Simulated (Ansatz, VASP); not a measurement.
BaO: VASP beside Ansatz

Contents of INCAR:

```
SYSTEM = BaO
ALGO     = Normal         ! electronic algorithm
EDIFF    = 1E-7           ! SCF threshold, eV
EDIFFG   = -0.002         ! ionic threshold
ENCUT    = 520            ! plane-wave cutoff, eV
GGA      = PS             ! functional
GGA_COMPAT= .FALSE.      
IBRION   = 2              ! ionic algorithm
ISIF     = 2              ! what is computed and relaxed
ISMEAR   = 0              ! smearing method
LASPH    = .TRUE.         ! aspherical terms in the spheres
LCHARG   = .FALSE.        ! write CHGCAR
LREAL    = .FALSE.        ! projectors in reciprocal space
LWAVE    = .FALSE.        ! write WAVECAR
NELM     = 120            ! most SCF steps
NELMIN   = 4            
NSW      = 60             ! ionic steps
PREC     = Accurate       ! precision mode
SIGMA    = 0.02           ! smearing width, eV
```

The input KPOINTS:

```
k-points
0
G
  8 8 8
  0 0 0
```

The input POSCAR:

```
BaO
1.0
    0.0000000000      2.7344002323      2.7862384498
    2.7344002323      0.0000000000      2.7862384498
    2.7344002323      2.7344002323      0.0000000000
Ba O
1 1
Direct
    0.0000000000      0.0000000000      0.0000000000
    0.5000000000      0.5000000000      0.5000000000
```

Input for Ansatz:

```yaml
crystal:
  lattice:
    - [0.0, 2.7344002323, 2.7862384498]
    - [2.7344002323, 0.0, 2.7862384498]
    - [2.7344002323, 2.7344002323, 0.0]
  atoms:
    - { symbol: Ba, position: [0.0, 0.0, 0.0] }
    - { symbol: O, position: [0.5, 0.5, 0.5] }
basis:
  ecutwfc: 420
kpoints:
  mp_grid: { grid: [8, 8, 8] }
hamiltonian:
  xc: pbesol
  pseudopotentials: { kind: paw, azcp: { folder: soft_1 } }
scf:
  occupations: { method: gaussian, width: 0.02 }
output:
  forces: true
  stress: true
  eigenvalues: true
  write_density: true
  write_potential: true
  elf: true
  volumetric_format: npy
relax:
  adjacent_minimum: "off"
  f_tol: 0.002
  max_steps: 40
```

Change from the starting cell: strained cell.

Alike in both runs: task relaxation of the atoms; functional PBEsol; k mesh 8 × 8 × 8; occupations gaussian, width 0.02 eV; no spin polarisation.

|  | VASP | Ansatz |
| --- | --- | --- |
| version | VASP 6.6.1 | Ansatz 0.2.0 |
| potentials or method | VASP PAW PBE potentials, release 64 (Ba_sv, O), cutoff 520 eV | scalar-relativistic, plane waves, PAW |
| valence electrons in the cell | 16 | 16 |

VASP gave:

```
gap on the k mesh at the Fermi level, each at its own relaxed structure (eV) : 1.74
```

Problem. Estimate Ansatz's values.

Solution. gap on the k mesh at the Fermi level, each at its own relaxed structure (eV): 1.81.

VASP's potentials were made for PBE, not for PBEsol, and Ansatz warns of the same on its side. Ansatz's warnings: stress scf threshold loose.

Neither program's run includes spin-orbit coupling. Noted on VASP's run: the relaxation stopped at its first step, so nothing moved.
